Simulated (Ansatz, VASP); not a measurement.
# Two plane-wave programs on SiC

```
Si C
1.0
     3.09192    0.00000    0.00000
     0.00000    5.07428    0.00000
     0.00000    0.00000   19.57020
Si C
4 4
Direct
  0.00000 0.56208 0.40878
  0.50000 0.06208 0.45439
  0.50000 0.56208 0.54561
  0.00000 0.06208 0.59122
  0.00000 0.93792 0.40878
  0.50000 0.43792 0.45439
  0.50000 0.93792 0.54561
  0.00000 0.43792 0.59122
```

Alike in both runs: task relaxation of the atoms; functional PBE; k mesh 8 × 5 × 1; occupations fermi-dirac, width 0.02 eV; no spin polarisation.

```csv
,VASP,Ansatz
version,VASP 6.6.1,Ansatz 0.2.0
potentials or method,"VASP PAW PBE potentials, release 64 (Si, C)","PAW with Ansatz's default frozen-core files, scalar-relativistic"
plane-wave cutoff (eV),520,420
valence electrons in the cell,32,32
```

VASP gave:

```
gap on the k mesh at the Fermi level, each at its own relaxed structure (eV) : 1.26
```

Question: Which values does Ansatz return?

Answer: gap on the k mesh at the Fermi level, each at its own relaxed structure (eV): 1.27.

Ansatz's warnings: stress scf threshold loose.
